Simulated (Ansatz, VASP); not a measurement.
ZnS in VASP and in Ansatz

Contents of INCAR:

```
SYSTEM = ZnS
  ALGO = Normal
  EDIFF = 1E-6
  ENCUT = 520
  GGA = PE
  ISIF = 2
  ISMEAR = 0
  LASPH = .True.
  LCHARG = .False.
  LREAL = .False.
  LWAVE = .False.
  NBANDS = 46
  NELM = 60
  PREC = Accurate
  SIGMA = 0.05
```

File KPOINTS:

```
k-points
0
Gamma
  9 9 4
  0 0 0
```

The input POSCAR:

```
ZnS
1.0
    4.0131532794      0.0000000000      0.0000000000
   -2.0065766397      3.4754926893      0.0000000000
    0.0000000000      0.0000000000     10.9494874077
Zn S
4 4
Direct
    0.0000000000      0.0000000000      0.0000492057
    0.0000000000      0.0000000000      0.5000492057
    0.3333333333      0.6666666667      0.2500242903
    0.6666666667      0.3333333333      0.7500242903
    0.0000000000      0.0000000000      0.1872905901
    0.0000000000      0.0000000000      0.6872905901
    0.3333333333      0.6666666667      0.4376359138
    0.6666666667      0.3333333333      0.9376359138
```

Input for Ansatz:

```yaml
crystal:
  lattice:
    - [4.0131532794, 0.0, 0.0]
    - [-2.0065766397, 3.4754926893, 0.0]
    - [0.0, 0.0, 10.9494874077]
  atoms:
    - { symbol: Zn, position: [0.0, 0.0, 4.92057e-05] }
    - { symbol: Zn, position: [0.0, 0.0, 0.5000492057] }
    - { symbol: Zn, position: [0.3333333333, 0.6666666667, 0.2500242903] }
    - { symbol: Zn, position: [0.6666666667, 0.3333333333, 0.7500242903] }
    - { symbol: S, position: [0.0, 0.0, 0.1872905901] }
    - { symbol: S, position: [0.0, 0.0, 0.6872905901] }
    - { symbol: S, position: [0.3333333333, 0.6666666667, 0.4376359138] }
    - { symbol: S, position: [0.6666666667, 0.3333333333, 0.9376359138] }
basis:
  ecutwfc: 520.0
kpoints:
  mp_grid: { grid: [9, 9, 4] }
hamiltonian:
  xc: pbe
scf:
  occupations: { method: gaussian, width: 0.05 }
output:
  forces: true
  stress: true
  eigenvalues: true
```

Alike in both runs: task single point; functional PBE; k mesh 9 × 9 × 4; occupations gaussian, width 0.05 eV; no spin polarisation.

|  | VASP | Ansatz |
| --- | --- | --- |
| version | VASP 6.6.1 | Ansatz 0.2.0 |
| potentials or method | VASP PAW PBE potentials, release 64 (Zn, S), cutoff 520 eV | scalar-relativistic, plane waves, PAW |
| valence electrons in the cell | 72 | 72 |

```tsv
	VASP	Ansatz	Ansatz less VASP
gap on the k mesh at the Fermi level (eV)	1.98	1.98	-0.002
least direct gap on the mesh (eV)	1.98	1.98	-0.002
pressure (GPa)	9.8	9.6	-0.22
traceless stress, the component that is largest in VASP (GPa)	24.66	24.60	-0.058
rms of the force components (eV/Å)	1.594	1.587	-0.0070
```

Atom by atom the forces differ by 0.007 eV/Å (rms over components). The functional is the same, so the differences come from potentials, cutoffs and numerics.
